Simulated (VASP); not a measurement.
Runs of VASP 6.6.1 on BAs. The structure is that of space group F-43m (No. 216), or close to it. The cells are those of the table. 

```tsv
task	level	spin	cell	k mesh	cutoff (eV)	smearing	grid for exact exchange (PRECFOCK)	screening parameter	gap on the mesh (eV)	pressure (GPa)
single point	PBE0	off	a = 3.383 Å, angles 60.0°, 2 atoms	6 × 6 × 6	520	gaussian 0.01 eV	Normal	-	2.65	(a)
single point	PBE	off	a = 3.383 Å, angles 60.0°, 2 atoms	6 × 6 × 6	520	gaussian 0.01 eV	-	-	1.28	2.8
single point	PBE	non-collinear, zero start, SOC	a = 3.383 Å, angles 60.0°, 2 atoms	10 × 10 × 10	520	fermi-dirac 0.02 eV	-	-	-	2.8
single point	r2SCAN	off	a = 3.383 Å, angles 60.0°, 2 atoms	8 × 8 × 8	520	fermi-dirac 0.02 eV	-	-	1.39	0.3
single point	r2SCAN	off	a = 3.383 Å, angles 60.0°, 2 atoms	10 × 10 × 10	520	gaussian 0.01 eV	-	-	1.37	0.3
relaxation of cell and atoms	r2SCAN	off	relaxed from a = 3.401 Å, angles 60.0°, 2 atoms	8 × 8 × 8	600	fermi-dirac 0.02 eV	-	-	1.39	0.0
single point	PBE	off	a = 3.383 Å, angles 60.0°, 2 atoms	10 × 10 × 10	520	fermi-dirac 0.02 eV	-	-	1.18	2.8
single point	HSE06	off	a = 3.383 Å, angles 60.0°, 2 atoms	6 × 6 × 6	520	gaussian 0.01 eV	Normal	0.2079 1/Å	1.95	(b)
```

Alike in all rows: potentials or basis VASP PAW PBE potentials, release 64 (B, As).

Q: Fill in the values left out.

A: (a) -1.3; (b) -1.2.

Caveats: the PAW data sets were made with another functional, which shifts forces and pressure a little (some runs).

A k mesh can miss the band edges, and rows without SOC leave out spin-orbit coupling on As.
